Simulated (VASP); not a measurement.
Crystal: Li2S.

```
CELL_PARAMETERS angstrom
0.00000 2.84450 2.84450
2.84450 0.00000 2.84450
2.84450 2.84450 0.00000
ATOMIC_POSITIONS crystal
Li 0.25000 0.25000 0.25000
Li 0.75000 0.75000 0.75000
S 0.00000 0.00000 0.00000
```

- Program: VASP 6.6.1
- Task: relaxation of cell and atoms
- Functional: PBE
- Dispersion: D3(BJ)
- Potentials or basis: VASP PAW PBE potentials, release 64 (Li_sv, S)
- Cutoff: 750 eV
- k mesh: 6 × 6 × 6
- Occupations: gaussian, width 0.01 eV
- Spin: no spin polarisation

At the start: pressure -2.7 GPa; volume 15.34 Å³/atom.

Q: How do energy, volume and symmetry change on relaxing?

A: Over 3 steps the energy falls by 8.9 meV/atom and the volume is 14.38 Å³/atom (-6.3 %); space group Fm-3m (No. 225, to 0.05 Å).

Step by step:
| step | energy change (eV) | largest force (eV/Å) | pressure (GPa) | volume (Å³) |
| --- | --- | --- | --- | --- |
| 1 | 0.0000 | 0.0000 | -2.75 | 46.03 |
| 2 | -0.0218 | 0.0000 | -1.25 | 44.30 |
| 3 | -0.0266 | 0.0000 | -0.07 | 43.15 |

Final structure:
```
Li S
1.0
     0.00000    2.78378    2.78378
     2.78378    0.00000    2.78378
     2.78378    2.78378    0.00000
Li S
2 1
Direct
  0.25000 0.25000 0.25000
  0.75000 0.75000 0.75000
  0.00000 0.00000 0.00000
```
